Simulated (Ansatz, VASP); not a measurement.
## ZnS in VASP and in Ansatz

```
Zn S
1.0
     0.00000    2.72156    2.72156
     2.72156    0.00000    2.72156
     2.72156    2.72156    0.00000
Zn S
1 1
Direct
  0.00000 0.00000 0.00000
  0.82955 0.72348 0.72348
```

Change from the starting cell: all S atoms moved -0.250 Å, as atom 2 towards its neighbour atom 1 (Zn) at 2.357 Å.

Alike in both runs: task single point; functional PBE; k mesh 8 × 8 × 8; occupations gaussian, width 0.05 eV; no spin polarisation.

|  | VASP | Ansatz |
| --- | --- | --- |
| version | VASP 6.6.1 | Ansatz 0.2.0 |
| potentials or method | VASP PAW PBE potentials, release 64 (Zn, S), cutoff 520 eV | scalar-relativistic, plane waves, PAW |
| valence electrons in the cell | 18 | 18 |

```csv
,VASP,Ansatz,Ansatz less VASP
gap on the k mesh at the Fermi level (eV),1.95,1.94,-0.007
least direct gap on the mesh (eV),1.95,1.94,-0.007
pressure (GPa),1.5,1.3,-0.16
"traceless stress, the component that is largest in VASP (GPa)",1.62,1.58,-0.047
rms of the force components (eV/Å),0.429,0.425,-0.0044
```

Atom by atom the forces differ by 0.004 eV/Å (rms over components).
